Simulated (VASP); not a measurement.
Crystal: Nb3CdB.

```
CELL_PARAMETERS angstrom
3.03719 0.00000 0.00000
0.00000 4.66728 0.00000
0.00000 0.00000 6.38604
ATOMIC_POSITIONS crystal
Nb 0.00000 0.00000 0.00000
Nb 0.00000 0.50000 0.25036
Nb 0.00000 0.50000 0.74964
Cd 0.00000 0.00000 0.50000
B 0.50000 0.50000 0.00000
```

The cell was built from a structure type or drawn by symmetry, and may not be a known phase.

```yaml
Program: VASP 6.6.1
Task: relaxation of cell and atoms
Functional: PBE
Potentials_or_basis: VASP PAW PBE potentials, release 64 (Nb_sv, Cd, B)
Cutoff: 600 eV
k_mesh: 6 × 4 × 4
Occupations: gaussian, width 0.1 eV
Spin: no spin polarisation
```

At the start: pressure -0.3 GPa; volume 18.10 Å³/atom.

Where does the relaxation end?

Over 4 steps the energy falls by 6.0 meV/atom and the volume is 18.01 Å³/atom (-0.5 %); space group Pmmm (No. 47, to 0.1 Å) before and after.

Step by step:
```tsv
step	energy change (eV)	largest force (eV/Å)	pressure (GPa)	volume (Å³)
1	0.0000	0.0180	-0.26	90.52
2	-0.0269	0.1210	-0.02	90.11
3	-0.0292	0.0956	-0.10	90.21
4	-0.0299	0.0069	-0.08	90.06
```

Final structure:
```
Nb Cd B
1.0
     2.97960    0.00000    0.00000
     0.00000    4.70256    0.00000
     0.00000    0.00000    6.42762
Nb Cd B
3 1 1
Direct
  0.00000 0.00000 0.00000
  0.00000 0.50000 0.25094
  0.00000 0.50000 0.74906
  0.00000 0.00000 0.50000
  0.50000 0.50000 0.00000
```
